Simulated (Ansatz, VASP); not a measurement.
One calculation of Sb, two programs

File INCAR:

```
SYSTEM = Sb
PREC = Accurate
ENCUT = 520
EDIFF = 1E-8
ISMEAR = -1
SIGMA = 0.05
LREAL = .FALSE.
LASPH = .TRUE.
NELM = 60
ALGO = Normal
ISIF = 2
LWAVE = .FALSE.
LCHARG = .FALSE.
GGA = PE
LEFG = .TRUE.
NBANDS = 8
```

KPOINTS

```
regular mesh
0
G
  19 19 19
  0 0 0
```

POSCAR

```
Sb
1.0
   -1.5050000000      1.5050000000      2.5296000000
    1.5050000000     -1.5050000000      2.5296000000
    1.5050000000      1.5050000000     -2.5296000000
Sb
1
Direct
    0.0000000000      0.0000000000      0.0000000000
```

Input for Ansatz:

```yaml
crystal:
  lattice:
    - [-1.505, 1.505, 2.5296]
    - [1.505, -1.505, 2.5296]
    - [1.505, 1.505, -2.5296]
  atoms:
    - { symbol: Sb, position: [0.0, 0.0, 0.0] }
kpoints:
  mp_grid: { grid: [19, 19, 19] }
scf:
  occupations: { method: fermi_dirac, width: 0.05 }
hamiltonian:
  xc: pbe
  pseudopotentials: { kind: all_electron, datasets: crystal }
output:
  forces: true
  stress: true
  eigenvalues: true
  efg: { contact_densities: true }
```

Change from the starting cell: zz strain of +2 %, crystal datasets.

Alike in both runs: task electric field gradients; functional PBE; k mesh 19 × 19 × 19; occupations fermi-dirac, width 0.05 eV; no spin polarisation.

|  | VASP | Ansatz |
| --- | --- | --- |
| version | VASP 6.6.1 | Ansatz 0.2.0 |
| potentials or method | VASP PAW PBE potentials, release 64 (Sb), cutoff 520 eV | all-electron PAW with datasets made for the crystal, scalar-relativistic |

VASP gave:

| Quantity | Value |
| --- | --- |
| pressure (GPa) | 16.9 |
| traceless stress, the component that is largest in VASP (GPa) | -1.55 |
| size of Vzz on the site where it differs most (V/Å²) | 40.5 |

Estimate Ansatz's values.

pressure (GPa): 16.9; traceless stress, the component that is largest in VASP (GPa): -1.46; size of Vzz on the site where it differs most (V/Å²): 40.9.

Ansatz ran all-electron here, and VASP with PAW potentials.

Neither program's run includes spin-orbit coupling.
